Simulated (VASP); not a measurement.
Write the native input for VASP 6.6.1 that does the following.

* Task: single point
* Functional: revPBE
* Potentials or basis: VASP PAW PBE potentials, release 64 (Sr_sv, Ti_sv, O)
* Cutoff: 600 eV
* k mesh: 4 × 4 × 4
* Occupations: gaussian, width 0.1 eV
* Spin: no spin polarisation
* Dipole correction: no
* Further INCAR settings: ALGO = Normal; EDIFF = 1e-06; NBANDS = 28

The structure of SrTiO3 lies in POSCAR:

```
SrTiO3
1.0
    3.9127013100      0.0000000000      0.0000000000
    0.0000000000      3.9127013100      0.0000000000
    0.0000000000      0.0000000000      3.9127013100
Sr Ti O
1 1 3
Direct
    0.0000000000      0.0000000000      0.0000000000
    0.5000000000      0.5000000000      0.5000000000
    0.5000000000      0.0000000000      0.5000000000
    0.5000000000      0.5000000000      0.0000000000
    0.0000000000      0.5000000000      0.5000000000
```

The input as run:

INCAR

```
SYSTEM = SrTiO3
PREC     = Accurate       ! precision mode
ENCUT    = 600            ! plane-wave cutoff, eV
EDIFF    = 1E-6           ! SCF threshold, eV
ISMEAR   = 0              ! smearing method
SIGMA    = 0.1            ! smearing width, eV
LREAL    = .False.        ! projectors in reciprocal space
LASPH    = .True.         ! aspherical terms in the spheres
NELM     = 120            ! most SCF steps
ALGO     = Normal         ! electronic algorithm
ISIF     = 2              ! what is computed and relaxed
LWAVE    = .False.        ! write WAVECAR
LCHARG   = .False.        ! write CHGCAR
GGA      = RE             ! functional
NBANDS   = 28             ! bands
GGA_COMPAT= .False.
```

KPOINTS

```
regular mesh
0
Gamma
  4 4 4
  0 0 0
```

Potentials or basis: VASP PAW PBE potentials, release 64 (Sr_sv, Ti_sv, O).

Command:

```console
$ cat potpaw_PBE.64/Sr_sv/POTCAR potpaw_PBE.64/Ti_sv/POTCAR potpaw_PBE.64/O/POTCAR > POTCAR
$ mpirun -np 1 vasp_std > vasp.out
```

It gave:

| Quantity | Value |
| --- | --- |
| Pressure | 7.0 GPa |
| Band gap on the k mesh | 1.86 eV, indirect (least direct gap 2.21 eV) |

Caveat: the PAW data sets were made with another functional, which shifts forces and pressure a little.

Run time: 20 s on 1 thread of Intel Xeon 6975P-C (shared host), peak memory 0.18 GiB.
